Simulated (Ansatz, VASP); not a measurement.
# Two plane-wave programs on SnO

Contents of INCAR:

```
SYSTEM = SnO
PREC = Accurate
ENCUT = 520
EDIFF = 1E-6
ISMEAR = 0
SIGMA = 0.15
LREAL = .FALSE.
LASPH = .TRUE.
NELM = 80
ALGO = Normal
ISIF = 2
LWAVE = .FALSE.
LCHARG = .TRUE.
GGA = CA
LELF = .TRUE.
LVHAR = .TRUE.
NBANDS = 28
```

Contents of KPOINTS:

```
Automatic mesh
0
G
  12 12 10
  0 0 0
```

File POSCAR:

```
SnO
1.0
    4.0551948858      0.0000000000      0.0000000000
    0.0000000000      4.0551948858      0.0000000000
    0.0000000000      0.0000000000      4.1776617713
Sn O
2 2
Direct
    0.0000000000      0.5000000000      0.2457459271
    0.5000000000      0.0000000000      0.7542540729
    0.0000000000      0.0000000000      0.0000000000
    0.5000000000      0.5000000000      0.0000000000
```

Input for Ansatz:

```yaml
crystal:
  lattice:
    - [4.0551948858, 0.0, 0.0]
    - [0.0, 4.0551948858, 0.0]
    - [0.0, 0.0, 4.1776617713]
  atoms:
    - { symbol: Sn, position: [0.0, 0.5, 0.2457459271] }
    - { symbol: Sn, position: [0.5, 0.0, 0.7542540729] }
    - { symbol: O, position: [0.0, 0.0, 0.0] }
    - { symbol: O, position: [0.5, 0.5, 0.0] }
basis:
  ecutwfc: 520.0
kpoints:
  mp_grid: { grid: [12, 12, 10] }
hamiltonian:
  xc: lda
scf:
  occupations: { method: gaussian, width: 0.15 }
output:
  forces: true
  stress: true
  eigenvalues: true
```

Alike in both runs: task single point; functional LDA; k mesh 12 × 12 × 10; occupations gaussian, width 0.15 eV; no spin polarisation.

|  | VASP | Ansatz |
| --- | --- | --- |
| version | VASP 6.6.1 | Ansatz 0.2.0 |
| potentials or method | VASP PAW LDA potentials, release 64 (Sn_d, O), cutoff 520 eV | scalar-relativistic, plane waves, PAW |
| valence electrons in the cell | 40 | 40 |

Ansatz gave:

```
gap on the k mesh at the Fermi level (eV)                     : 0.74
least direct gap on the mesh (eV)                             : 1.38
pressure (GPa)                                                : -6.4
traceless stress, the component that is largest in VASP (GPa) : 7.58
rms of the force components (eV/Å)                            : 0.029
```

Problem. Estimate VASP's values.

Solution. gap on the k mesh at the Fermi level (eV): 0.72; least direct gap on the mesh (eV): 1.33; pressure (GPa): -6.0; traceless stress, the component that is largest in VASP (GPa): 7.50; rms of the force components (eV/Å): 0.006.

LDA's correlation is that of Perdew and Zunger in VASP and of Perdew and Wang (1992) in Ansatz. Atom by atom the forces differ by 0.035 eV/Å (rms over components).
